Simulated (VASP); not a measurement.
# Si: single point with PBE+D3(BJ)

The system is Si, a slab with vacuum.

```
Si
1.0
     3.76746    0.00000    0.00000
    -1.88373    3.26272    0.00000
     0.00000    0.00000   17.44400
Si
2
Direct
  0.33333 0.66667 0.51273
  0.66667 0.33333 0.48727
```

```
Program                : VASP 6.6.1
Task                   : single point
Functional             : PBE
Dispersion             : D3(BJ)
Potentials or basis    : VASP PAW PBE potentials, release 64 (Si)
Cutoff                 : 520 eV
k mesh                 : 12 × 12 × 1
Occupations            : gaussian, width 0.05 eV
Spin                   : no spin polarisation
Dipole correction      : yes
Further INCAR settings : ALGO = Normal; EDIFF = 1e-06; NBANDS = 11
```

```yaml
Largest_force: 0.235 eV/Å
Band_gap_on_the_k_mesh: zero (filled and empty bands touch)
Dispersion_energy_per_atom: -0.199 eV
```

Forces in eV/Å, atoms in the order of the input:
```
Si   0.000  0.000  0.235
Si   0.000  0.000 -0.235
```

Levels at points of the mesh, in eV from the Fermi level:
| k point | band 1 | band 2 | band 3 | band 4 | band 5 | band 6 | band 7 | band 8 | band 9 |
| --- | --- | --- | --- | --- | --- | --- | --- | --- | --- |
| (0.00, 0.00, 0.00) | -11.40 | -3.36 | -1.17 | -1.17 | 2.51 | 2.62 | 3.10 | 3.10 | 4.35 |
| (0.50, 0.00, 0.00) | -9.01 | -7.35 | -2.66 | -1.06 | 0.61 | 1.21 | 5.62 | 6.51 | 6.80 |

Run time: 35 s on 1 thread of Intel(R) Xeon(R) Platinum 8559C (Emerald Rapids), with other jobs on the host, peak memory 0.31 GiB.
